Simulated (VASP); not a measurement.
A run of VASP 6.6.1:

Contents of INCAR:

```
ALGO     = Normal         # electronic algorithm
EDIFF    = 1E-7           # SCF threshold, eV
EDIFFG   = -0.05          # ionic threshold
ENCUT    = 750            # plane-wave cutoff, eV
GGA_COMPAT= F            
IBRION   = 2              # ionic algorithm
ISIF     = 3              # what is computed and relaxed
ISMEAR   = 0              # smearing method
LASPH    = T              # aspherical terms in the spheres
LCHARG   = F              # write CHGCAR
LREAL    = F              # projectors in reciprocal space
LWAVE    = F              # write WAVECAR
NELM     = 120            # most SCF steps
NELMIN   = 4            
NSW      = 80             # ionic steps
PREC     = Accurate       # precision mode
SIGMA    = 0.01           # smearing width, eV
```

Contents of KPOINTS:

```
k-points
0
Gamma
  4 4 4
```

File POSCAR:

```
LiH
1.0
    0.0000000000      2.0367500000      2.0367500000
    2.0367500000      0.0000000000      2.0367500000
    2.0367500000      2.0367500000      0.0000000000
Li H
1 1
Direct
    0.0000000000      0.0000000000      0.0000000000
    0.5000000000      0.5000000000      0.5000000000
```

Potentials or basis: VASP PAW LDA potentials, release 64 (Li_sv, H).

Launch:

```bash
$ cat potpaw_LDA.64/Li_sv/POTCAR potpaw_LDA.64/H/POTCAR > POTCAR
$ mpirun -np 1 vasp_std > vasp.out
```

Hardware: 1 thread of Intel(R) Xeon(R) Platinum 8259CL CPU @ 2.50GHz (Skylake/Cascade Lake) (shared host).

Problem. Estimate the wall time of this run.

Solution. It took 6.7 s on 1 thread of Intel(R) Xeon(R) Platinum 8259CL CPU @ 2.50GHz (Skylake/Cascade Lake) (shared host), peak memory 0.13 GiB. Counts: scf iterations 25, k points 8, ion steps 3.
